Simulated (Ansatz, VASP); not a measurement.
**Two plane-wave programs on La**

INCAR

```
SYSTEM = La
PREC     = Accurate       ! precision mode
ENCUT    = 520            ! plane-wave cutoff, eV
EDIFF    = 1E-8           ! SCF threshold, eV
ISMEAR   = -1             ! smearing method
SIGMA    = 0.05           ! smearing width, eV
LREAL    = .False.        ! projectors in reciprocal space
LASPH    = .True.         ! aspherical terms in the spheres
NELM     = 100            ! most SCF steps
ALGO     = Normal         ! electronic algorithm
ISIF     = 2              ! what is computed and relaxed
LWAVE    = .False.        ! write WAVECAR
LCHARG   = .False.        ! write CHGCAR
GGA      = PE             ! functional
LEFG     = .True.       
NBANDS   = 18             ! bands
```

The input KPOINTS:

```
regular mesh
0
Gamma
  12 12 7
  0 0 0
```

File POSCAR:

```
La
1.0
    3.7064888893      0.0000000000      0.0000000000
   -1.8532444446      3.2099135370      0.0000000000
    0.0000000000      0.0000000000      5.9531465966
La
2
Direct
    0.3333333333      0.6666666667      0.2500000000
    0.6666666667      0.3333333333      0.7500000000
```

Input for Ansatz:

```yaml
crystal:
  lattice:
    - [3.7064888893, 0.0, 0.0]
    - [-1.8532444446, 3.209913537, 0.0]
    - [0.0, 0.0, 5.9531465966]
  atoms:
    - { symbol: La, position: [0.3333333333, 0.6666666667, 0.25] }
    - { symbol: La, position: [0.6666666667, 0.3333333333, 0.75] }
kpoints:
  mp_grid: { grid: [12, 12, 7] }
scf:
  occupations: { method: fermi_dirac, width: 0.05 }
hamiltonian:
  xc: pbe
  pseudopotentials: { kind: paw }
output:
  forces: true
  stress: true
  eigenvalues: true
  efg: { contact_densities: true }
```

Change from the starting cell: volume scaled by 0.9405, PAW files.

Alike in both runs: task electric field gradients; functional PBE; k mesh 12 × 12 × 7; occupations fermi-dirac, width 0.05 eV; no spin polarisation.

|  | VASP | Ansatz |
| --- | --- | --- |
| version | VASP 6.6.1 | Ansatz 0.2.0 |
| potentials or method | VASP PAW PBE potentials, release 64 (La) | PAW with Ansatz's default frozen-core files, scalar-relativistic |
| plane-wave cutoff (eV) | 520 | 420 |
| valence electrons in the cell | 22 | 22 |

VASP gave:

```
pressure (GPa)                                                : 1.8
traceless stress, the component that is largest in VASP (GPa) : 0.15
size of Vzz on the site where it differs most (V/Å²)          : 22.1
```

Task: What did Ansatz give for the same quantities?

Result: Pressure (GPa): 1.7; traceless stress, the component that is largest in VASP (GPa): 0.13; size of Vzz on the site where it differs most (V/Å²): 20.5.

With one functional, cell and mesh, what is left measures potentials, basis and numerics.

Spin-orbit coupling is off throughout.
